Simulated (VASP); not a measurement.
Wanted: the native input for a VASP 6.6.1 run.

* Task: single point
* Functional: PBEsol
* Potentials or basis: VASP PAW PBE potentials, release 64 (Ti_sv, Co)
* Cutoff: 520 eV
* k mesh: 12 × 12 × 12
* Occupations: gaussian, width 0.1 eV
* Spin: collinear spin, ferromagnetic start
* Starting moments: [0.0, 0.3, 0.3, 0.3] μB
* Dipole correction: no
* Further INCAR settings: ALGO = Normal; EDIFF = 1e-06; NBANDS = 32

The structure of TiCo3 lies in POSCAR:

```
TiCo3
1.0
    3.6421388803      0.0000000000      0.0000000000
    0.0000000000      3.6421388803      0.0000000000
    0.0000000000      0.0000000000      3.6421388803
Ti Co
1 3
Direct
    0.0000000000      0.0000000000      0.0000000000
    0.0000000000      0.5000000000      0.5000000000
    0.5000000000      0.0000000000      0.5000000000
    0.5000000000      0.5000000000      0.0000000000
```

One way to write it, as run:

INCAR

```
PREC = Accurate
ENCUT = 520
EDIFF = 1E-6
ISMEAR = 0
SIGMA = 0.1
LREAL = F
LASPH = T
NELM = 150
ALGO = Normal
ISIF = 2
LWAVE = F
LCHARG = F
ISPIN = 2
MAGMOM = 0 0.3 0.3 0.3
LORBIT = 11
LMAXMIX = 4
GGA = PS
NBANDS = 32
```

KPOINTS

```
Automatic mesh
0
Gamma
  12 12 12
```

Potentials or basis: VASP PAW PBE potentials, release 64 (Ti_sv, Co).

Launch:

```bash
$ cat potpaw_PBE.64/Ti_sv/POTCAR potpaw_PBE.64/Co/POTCAR > POTCAR
$ mpirun -np 1 vasp_std > vasp.out
```

Results of the run:

```yaml
Pressure: -19.1 GPa
Net_moment: 0.00 μB per cell
Valence_electrons_inside_the_program's_atomic_spheres: Ti 10.32; Co 8.25
```

Caveat: the cell stands under tension; the PAW data sets were made with another functional, which shifts forces and pressure a little.

Wall time 10 min on 1 thread of Oxide Virtual Turin-like Processor, on a shared host, peak memory 0.28 GiB.
